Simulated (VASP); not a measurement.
Crystal: W.

```
W
1.0
     0.00000    2.03000    2.03000
     2.03000    0.00000    2.03000
     2.03000    2.03000    0.00000
W
1
Direct
  0.00000 0.00000 0.00000
```

Base run:

```yaml
Program: VASP 6.6.1
Functional: PBE
Potentials_or_basis: VASP PAW PBE potentials, release 64 (W_sv)
Cutoff: 520 eV
k_mesh: 9 × 9 × 9
Occupations: fermi-dirac, width 0.1 eV
Spin: no spin polarisation
```

Its results: band gap on the k mesh zero (band 7 reaches 12.62 eV, above the bottom of band 8 at 9.70 eV); pressure -4.7 GPa.

Q: After a change of settings the same cell gave: band gap on the k mesh zero (band 7 reaches 10.39 eV, above the bottom of band 8 at 9.71 eV); pressure 1.9 GPa. Which change was it?
A. k mesh from 9 × 9 × 9 to 3 × 3 × 3
B. k mesh from 9 × 9 × 9 to 6 × 6 × 6; further incar settings from ALGO = Normal; EDIFF = 1e-07; NBANDS = 13 to ALGO = Normal; EDIFF = 1e-06; NBANDS = 13
C. k mesh from 9 × 9 × 9 to 8 × 8 × 8; further incar settings from ALGO = Normal; EDIFF = 1e-07; NBANDS = 13 to ALGO = Normal; EDIFF = 1e-06; NBANDS = 13
D. k mesh from 9 × 9 × 9 to 12 × 12 × 12; further incar settings from ALGO = Normal; EDIFF = 1e-07; NBANDS = 13 to ALGO = Normal; EDIFF = 1e-06; NBANDS = 13

A: A.

Caveats: some runs use coarse meshes; spin-orbit coupling is left out, which moves the levels of the heavy elements.
